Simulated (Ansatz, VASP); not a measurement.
# SiO2 in VASP and in Ansatz

File INCAR:

```
SYSTEM = SiO2
PREC = Accurate
ENCUT = 520
EDIFF = 1E-7
ISMEAR = 0
SIGMA = 0.05
LREAL = .False.
LASPH = .True.
NELM = 60
ALGO = Normal
ISIF = 2
LWAVE = .False.
LCHARG = .False.
GGA = PE
NBANDS = 34
```

File KPOINTS:

```
regular mesh
0
Gamma
  6 6 4
  0 0 0
```

POSCAR

```
SiO2
1.0
    5.1053779309      0.0000000000      0.0000000000
   -2.5526889655      4.4213869841      0.0000000000
    0.0000000000      0.0000000000      5.5012710941
Si O
3 6
Direct
    0.0000000000      0.5000000000      0.3333333333
    0.5000000000      0.5000000000      0.6666666667
    0.5000000000      0.0000000000      0.0000000000
    0.5839605948      0.7919802974      0.8333333333
    0.7919802974      0.5839605948      0.5000000000
    0.7919802974      0.2080197026      0.1666666667
    0.4160394052      0.2080197026      0.8333333333
    0.2080197026      0.4160394052      0.5000000000
    0.2080197026      0.7919802974      0.1666666667
```

Input for Ansatz:

```yaml
crystal:
  lattice:
    - [5.1053779309, 0.0, 0.0]
    - [-2.5526889655, 4.4213869841, 0.0]
    - [0.0, 0.0, 5.5012710941]
  atoms:
    - { symbol: Si, position: [0.0, 0.5, 0.3333333333] }
    - { symbol: Si, position: [0.5, 0.5, 0.6666666667] }
    - { symbol: Si, position: [0.5, 0.0, 0.0] }
    - { symbol: O, position: [0.5839605948, 0.7919802974, 0.8333333333] }
    - { symbol: O, position: [0.7919802974, 0.5839605948, 0.5] }
    - { symbol: O, position: [0.7919802974, 0.2080197026, 0.1666666667] }
    - { symbol: O, position: [0.4160394052, 0.2080197026, 0.8333333333] }
    - { symbol: O, position: [0.2080197026, 0.4160394052, 0.5] }
    - { symbol: O, position: [0.2080197026, 0.7919802974, 0.1666666667] }
basis:
  ecutwfc: 420
kpoints:
  mp_grid: { grid: [6, 6, 4] }
hamiltonian:
  xc: pbe
scf:
  occupations: { method: gaussian, width: 0.05 }
output:
  forces: true
  stress: true
  eigenvalues: true
  write_density: true
  write_potential: true
  elf: true
  volumetric_format: npy
```

Change from the starting cell: strain +0.000 along x and y, -0.015 along z, atoms carried along.

Alike in both runs: task single point; functional PBE; k mesh 6 × 6 × 4; occupations gaussian, width 0.05 eV; no spin polarisation.

```csv
,VASP,Ansatz
version,VASP 6.6.1,Ansatz 0.2.0
potentials or method,"VASP PAW PBE potentials, release 64 (Si, O), cutoff 520 eV","scalar-relativistic, plane waves, PAW"
valence electrons in the cell,48,48
```

```csv
,VASP,Ansatz,Ansatz less VASP
gap on the k mesh at the Fermi level (eV),5.65,5.65,+0.002
least direct gap on the mesh (eV),5.87,5.87,-0.001
pressure (GPa),2.8,2.7,-0.10
"traceless stress, the component that is largest in VASP (GPa)",0.71,0.68,-0.030
rms of the force components (eV/Å),0.040,0.046,+0.0060
```

Atom by atom the forces differ by 0.006 eV/Å (rms over components).
